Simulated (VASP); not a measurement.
# ZrSc (P-6m2) in VASP: single point with LDA

Aim: the single point of ZrSc with LDA.

Everything below comes from runs of VASP 6.6.1. Logs are shortened: lines on timing, memory, paths and dates and some standing lists are left out, and cuts for length are marked.

## 1. The cell of the first run

It takes space group P-6m2 (No. 187, hexagonal). Conventional cell: a = 3.283 Å, b = 3.283 Å, c = 5.155 Å, α = 90.00°, β = 90.00°, γ = 120.00°. Zr (site symmetry -6m2) has 6 Sc at 3.20 Å and 6 Zr at 3.28 Å within 4.2 Å. Within 4.2 Å of Sc (site symmetry -6m2) lie 6 Zr at 3.20 Å and 6 Sc at 3.28 Å.

## 2. Single point, LDA

File INCAR:

```
SYSTEM = ZrSc
PREC = Accurate
ENCUT = 520
EDIFF = 1E-6
ISMEAR = 0
SIGMA = 0.15
LREAL = .FALSE.
LASPH = .TRUE.
NELM = 100
ALGO = Fast
ISIF = 2
LWAVE = .FALSE.
LCHARG = .FALSE.
GGA = CA
NBANDS = 18
```

File KPOINTS:

```
Automatic mesh
0
G
  18 18 10
  0 0 0
```

File POSCAR:

```
ZrSc
1.0
    3.2828456728      0.0000000000      0.0000000000
   -1.6414228364      2.8430277493      0.0000000000
    0.0000000000      0.0000000000      5.1550053600
Zr Sc
1 1
Direct
    0.6666666667      0.3333333333      0.0000000000
    0.0000000000      0.0000000000      0.5000000000
```

Potentials or basis: VASP PAW LDA potentials, release 64 (Zr_sv, Sc_sv).

Started as:

```console
$ cat potpaw_LDA.64/Zr_sv/POTCAR potpaw_LDA.64/Sc_sv/POTCAR > POTCAR
$ mpirun -np 1 vasp_std > vasp.out
```

OUTCAR:

```text
SYSTEM = ZrSc
   PREC = Accurate
   ENCUT = 520
   EDIFF = 1E-6
   ISMEAR = 0
   LREAL = .FALSE.
   LASPH = .TRUE.
   NELM = 100
   ISIF = 2
   GGA = CA

 ion  position               nearest neighbor table
   1  0.667  0.333  0.000-   2 3.20   2 3.20   2 3.20   2 3.20   2 3.20   2 3.20
   2  0.000  0.000  0.500-   1 3.20   1 3.20   1 3.20   1 3.20   1 3.20   1 3.20

  LATTYP: Found a hexagonal cell.
 ALAT       =     3.2828456728
 C/A-ratio  =     1.5702856222

  Lattice vectors:

 A1 = (   3.2828456728,   0.0000000000,   0.0000000000)
 A2 = (  -1.6414228364,   2.8430277493,   0.0000000000)
 A3 = (   0.0000000000,   0.0000000000,   5.1550053600)

Analysis of symmetry for initial positions (statically):
=====================================================================
 Subroutine PRICEL returns:
 Original cell was already a primitive cell.

 Routine SETGRP: Setting up the symmetry group for a
 hexagonal supercell.

 Subroutine GETGRP returns: Found 12 space group operations
 (whereof 12 operations were pure point group operations)
 out of a pool of 24 trial point group operations.

The static configuration has the point symmetry D_3h.

Analysis of symmetry for dynamics (positions and initial velocities):
=====================================================================
 Subroutine PRICEL returns:
 Original cell was already a primitive cell.

 Routine SETGRP: Setting up the symmetry group for a
 hexagonal supercell.

 Subroutine GETGRP returns: Found 12 space group operations
 (whereof 12 operations were pure point group operations)
 out of a pool of 24 trial point group operations.

The dynamic configuration has the point symmetry D_3h.

 Subroutine INISYM returns: Found 12 space group operations
 (whereof 12 operations are pure point group operations),
 and found     1 'primitive' translations

----------------------------------------------------------------------------------------

                                     Primitive cell

  volume of cell :      48.1128

  direct lattice vectors                    reciprocal lattice vectors
     3.282845673  0.000000000  0.000000000     0.304613771  0.175868843  0.000000000
    -1.641422836  2.843027749  0.000000000     0.000000000  0.351737685  0.000000000
     0.000000000  0.000000000  5.155005360     0.000000000  0.000000000  0.193986219

  length of vectors
     3.282845673  3.282845673  5.155005360     0.351737685  0.351737685  0.193986219

  position of ions in fractional coordinates (direct lattice)
     0.666666667  0.333333333  0.000000000
     0.000000000  0.000000000  0.500000000

  ion indices of the primitive-cell ions
   primitive index   ion index
                 1           1
                 2           2

----------------------------------------------------------------------------------------

 KPOINTS: Automatic mesh

Automatic generation of k-mesh.
 Grid dimensions read from file:
 generate k-points for:   18   18   10

 Generating k-lattice:

  Cartesian coordinates                     Fractional coordinates (reciprocal lattice)
     0.016922987  0.009770491  0.000000000     0.055555556  0.000000000  0.000000000
     0.000000000  0.019540983  0.000000000     0.000000000  0.055555556  0.000000000
     0.000000000  0.000000000  0.019398622     0.000000000  0.000000000  0.100000000

  Length of vectors
     0.019540983  0.019540983  0.019398622

  Shift w.r.t. Gamma in fractional coordinates (k-lattice)
     0.000000000  0.000000000  0.000000000

 Subroutine IBZKPT returns following result:
 ===========================================

 Found    222 irreducible k-points:

 Following reciprocal coordinates:
            Coordinates               Weight
  0.000000  0.000000  0.000000      1.000000
  0.055556  0.000000  0.000000      6.000000
  0.111111  0.000000  0.000000      6.000000
  0.166667  0.000000  0.000000      6.000000
  0.222222  0.000000  0.000000      6.000000
  0.277778 -0.000000  0.000000      6.000000
[... 16 lines left out ...]
  0.333333  0.111111  0.000000     12.000000
  0.388889  0.111111  0.000000     12.000000
 [... further k-points ...]
   k-points           NKPTS =    222   k-points in BZ     NKDIM =    222   number of bands    NBANDS=     18
   number of dos      NEDOS =    301   number of ions     NIONS =      2
   total plane-waves  NPLWV =  23040
   dimension x,y,z NGX =    24 NGY =   24 NGZ =   40
   dimension x,y,z NGXF=    48 NGYF=   48 NGZF=   80
   ions per type =               1   1
   NGX,Y,Z   is equivalent  to a cutoff of  12.15, 12.15, 12.90 a.u.
   NGXF,Y,Z  is equivalent  to a cutoff of  24.31, 24.31, 25.80 a.u.
 SYSTEM =  ZrSc
   PREC   = accura    normal or accurate (medium, high low for compatibility)
   ISTART =      0    job   : 0-new  1-cont  2-samecut
   ICHARG =      2    charge: 1-file 2-atom 10-const
   ISPIN  =      1    spin polarized calculation?
   LNONCOLLINEAR =      F non collinear calculations
   LSORBIT =      F    spin-orbit coupling
   LASPH  =      T    aspherical Exc in radial PAW
   ENCUT  =  520.0 eV  38.22 Ry    6.18 a.u.   6.10  6.10  9.58*2*pi/ulx,y,z
   NELM   =    100;   NELMIN=  2; NELMDL= -5     # of ELM steps
   EDIFF  = 0.1E-05   stopping-criterion for ELM
   LREAL  =      F    real-space projection
   EDIFFG = 0.1E-04   stopping-criterion for IOM
   NSW    =      0    number of steps for IOM
   IBRION =     -1    ionic relax: 0-MD 1-quasi-New 2-CG
   NFREE  =      0    steps in history (QN), initial steepest desc. (CG)
   ISIF   =      2    stress and relaxation
   ISYM   =      2    0-nonsym 1-usesym 2-fastsym
   POTIM  = 0.5000    time-step for ionic-motion
   TEBEG  =    0.0;   TEEND  =   0.0 temperature during run
   PSTRESS=    0.0 pullay stress
   NELECT =      23.0000    total number of electrons
   NUPDOWN=      -1.0000    fix difference up-down
   EMIN   =  10.00;   EMAX   =-10.00  energy-range for DOS
   EFERMI =   0.00;   METHOD = LEGACY
   ISMEAR =     0;   SIGMA  =   0.15  broadening in eV -4-tet -1-fermi 0-gaus
   EFERMI_NEDOS =   21; number of points for ismear=-14 and -15
   IALGO  =     68    algorithm
   IMIX   =      4    mixing-type and parameters
     AMIX     =   0.40;   BMIX     =  1.00
     AMIX_MAG =   1.60;   BMIX_MAG =  1.00
  volume/ion in A,a.u.               =      24.06       162.34
  Fermi-wavevector in a.u.,A,eV,Ry     =   1.280061  2.418964 22.293898  1.638555
  Thomas-Fermi vector in A             =   2.412510
   LORBIT       =      0    0 simple, 1 ext, 2 COOP (PROOUT), +10 PAW based schemes
   GGA     = CA    functional components
   LHFCALC =     F    Hartree Fock is set to
   AEXX    =    0.0000 exact exchange contribution
   IVDW    =     0    specifies the selected vdW correction
   LEPSILON=     F    determine dielectric tensor
   LRPA    =     F    only Hartree local field effects (RPA)
 non-spin polarized calculation
 RMM-DIIS sequential band-by-band and
 Gauss-broadening in eV      SIGMA  =   0.15
  energy-cutoff  :      520.00
  volume of cell :       48.11
 maximum number of plane-waves:      1317
   NGX = 13   NGY = 13   NGZ = 19

 number of electron      23.0000001 magnetization

 Free energy of the ion-electron system (eV)
  ---------------------------------------------------
  ext. energy  EPLUGINS =         0.00000000
  ---------------------------------------------------
  free energy    TOTEN  =       -15.94687920 eV

  energy without entropy =      -15.90901813  energy(sigma->0) =      -15.92794866

 E-fermi :   5.9054     XC(G=0): -10.7026

 val. band max:        5.9041608074   @ k =   0.1667   0.1667   0.4000
 cond. band min:       5.9074732608   @ k =   0.3333   0.0000   0.2000
 fundamental gap:      0.0033124533
 Fermi energy:         5.9053501540

 k-point     1 :       0.0000    0.0000    0.0000
  band No.  band energies     occupation
      1     -42.7702      2.00000
      2     -42.4929      2.00000
      3     -21.8532      2.00000
      4     -21.5824      2.00000
      5     -21.5824      2.00000
      6     -20.6316      2.00000
[... 10 lines left out ...]
     17       8.1685      0.00000
     18       8.1686      0.00000

 k-point     2 :       0.0556    0.0000    0.0000
  band No.  band energies     occupation
      1     -42.7687      2.00000
      2     -42.4912      2.00000
      3     -21.8494      2.00000
      4     -21.5916      2.00000
      5     -21.5846      2.00000
      6     -20.6317      2.00000
[... 10 lines left out ...]
     17       8.0959      0.00000
     18       8.1122      0.00000

 k-point     3 :       0.1111    0.0000    0.0000
  band No.  band energies     occupation
      1     -42.7643      2.00000
      2     -42.4860      2.00000
      3     -21.8384      2.00000
      4     -21.6182      2.00000
      5     -21.5911      2.00000
      6     -20.6322      2.00000
[... 10 lines left out ...]
     17       7.9627      0.00000
     18       8.0498      0.00000

 k-point     4 :       0.1667    0.0000    0.0000
  band No.  band energies     occupation
      1     -42.7577      2.00000
      2     -42.4781      2.00000
      3     -21.8215      2.00000
      4     -21.6588      2.00000
      5     -21.6010      2.00000
      6     -20.6329      2.00000
[... 375 lines left out ...]
      4     -21.7509      2.00000
      5     -21.6562      2.00000
      6     -20.7773      2.00000
[... 10 lines left out ...]
     17       9.3212      0.00000
     18      10.0845      0.00000

 k-point    23 :       0.3333    0.1111    0.0000
  band No.  band energies     occupation
      1     -42.7247      2.00000
      2     -42.4376      2.00000
      3     -21.8424      2.00000
      4     -21.7344      2.00000
      5     -21.6685      2.00000
      6     -20.8426      2.00000
[... 10 lines left out ...]
     17       9.7160      0.00000
     18      10.5977      0.00000

 k-point    24 :       0.3889    0.1111    0.0000
  band No.  band energies     occupation
      1     -42.7207      2.00000
      2     -42.4326      2.00000
      3     -21.8648      2.00000
      4     -21.7235      2.00000
      5     -21.6764      2.00000
      6     -20.8848      2.00000
[... 10 lines left out ...]
     17      10.0728      0.00000
     18      10.3810      0.00000

 [... further k-points ...]

------------------------ aborting loop because EDIFF is reached ----------------------------------------

  FORCE on cell =-STRESS in cart. coord.  units (eV):
  Direction    XX          YY          ZZ          XY          YZ          ZX
  --------------------------------------------------------------------------------------
  -------------------------------------------------------------------------------------
  Total       -1.9190341     -1.9190341     -1.8358193      0.0000000      0.0000000      0.0000000
  in kB      -63.9046677    -63.9046677    -61.1335806      0.0000000      0.0000000      0.0000000
  external PRESSURE =     -62.9809720 kB  Pullay stress =       0.0000000 kB

 VOLUME and BASIS-vectors are now :
 -----------------------------------------------------------------------------
  energy-cutoff  :      520.00
  volume of cell :       48.11
      direct lattice vectors                 reciprocal lattice vectors
     3.282845673  0.000000000  0.000000000     0.304613771  0.175868843  0.000000000
    -1.641422836  2.843027749  0.000000000     0.000000000  0.351737685  0.000000000
     0.000000000  0.000000000  5.155005360     0.000000000  0.000000000  0.193986219

 POSITION                                       TOTAL-FORCE (eV/Angst)
 -----------------------------------------------------------------------------------
      1.64142      0.94768      0.00000         0.000000      0.000000      0.000000
      0.00000      0.00000      2.57750        -0.000000      0.000000      0.000000
 -----------------------------------------------------------------------------------
    total drift:                               -0.000000      0.000000      0.000000

  FREE ENERGIE OF THE ION-ELECTRON SYSTEM (eV)
  ---------------------------------------------------
  free  energy   TOTEN  =       -15.9468791980 eV

  energy  without entropy=      -15.9090181304  energy(sigma->0) =      -15.92794866
```

Wall time 8.8 min (1 thread of Oxide Virtual Turin-like, shared host); peak memory 0.27 GiB.

Results:

```yaml
Free_energy: -15.9469 eV
Pressure: -6.3 GPa
```

Levels at points of the mesh, in eV from the Fermi level:
| k point | band 8 | band 9 | band 10 | band 11 | band 12 | band 13 | band 14 | band 15 | band 16 | band 17 |
| --- | --- | --- | --- | --- | --- | --- | --- | --- | --- | --- |
| (0.00, 0.00, 0.00) | -26.24 | -5.24 | -2.27 | 1.07 | 1.22 | 1.22 | 1.61 | 1.94 | 1.94 | 2.26 |
| (0.50, 0.00, 0.00) | -26.37 | -2.17 | -1.44 | -1.36 | -0.22 | 1.02 | 1.21 | 1.81 | 3.93 | 4.64 |
| (0.00, 0.00, 0.50) | -26.24 | -3.80 | -3.42 | 0.24 | 0.99 | 1.01 | 1.01 | 1.40 | 1.40 | 3.48 |
| (0.50, 0.00, 0.50) | -26.38 | -2.14 | -2.11 | -0.41 | -0.04 | 1.40 | 1.67 | 2.27 | 2.39 | 3.98 |
